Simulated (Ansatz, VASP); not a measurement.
AlAs in VASP and in Ansatz

Contents of INCAR:

```
SYSTEM = AlAs
ALGO = Normal ; EDIFF = 1E-6
ENCUT = 500 ; GGA = PE
GGA_COMPAT = .FALSE. ; ISIF = 2
ISMEAR = 0 ; LASPH = .TRUE.
LCHARG = .FALSE. ; LREAL = .FALSE.
LWAVE = .FALSE. ; NBANDS = 11
NELM = 120 ; PREC = Accurate
SIGMA = 0.01
```

The input KPOINTS:

```
k-points
0
G
  6 6 6
  0 0 0
```

The input POSCAR:

```
AlAs
1.0
    0.0000000000      2.9039495517      2.9039495517
    2.9039495517      0.0000000000      2.9039495517
    2.9039495517      2.9039495517      0.0000000000
Al As
1 1
Direct
    0.0000000000      0.0000000000      0.0000000000
    0.2500000000      0.2500000000      0.2500000000
```

Input for Ansatz:

```yaml
crystal:
  lattice:
    - [0.0, 2.9039495516842337, 2.9039495516842337]
    - [2.9039495516842337, 0.0, 2.9039495516842337]
    - [2.9039495516842337, 2.9039495516842337, 0.0]
  atoms:
    - { symbol: Al, position: [0.0, 0.0, 0.0] }
    - { symbol: As, position: [0.25, 0.25, 0.25] }
basis:
  ecutwfc: 476.19925930478996
kpoints:
  mp_grid:
    grid: [6, 6, 6]
scf:
  occupations:
    method: fixed
output:
  stress: true
```

Alike in both runs: task single point; functional PBE; k mesh 6 × 6 × 6; no spin polarisation.

|  | VASP | Ansatz |
| --- | --- | --- |
| version | VASP 6.6.1 | Ansatz 0.2.0 |
| potentials or method | VASP PAW PBE potentials, release 64 (Al, As), cutoff 500 eV | plane waves, PAW |
| occupations | gaussian, width 0.01 eV | fixed |
| valence electrons in the cell | 8 | 18 |

```csv
,VASP,Ansatz,Ansatz less VASP
pressure (GPa),-2.4,-2.5,-0.13
```

VASP's potentials hold 8 valence electrons a cell and Ansatz's 18, so a difference there can come from the potentials and not from the codes.
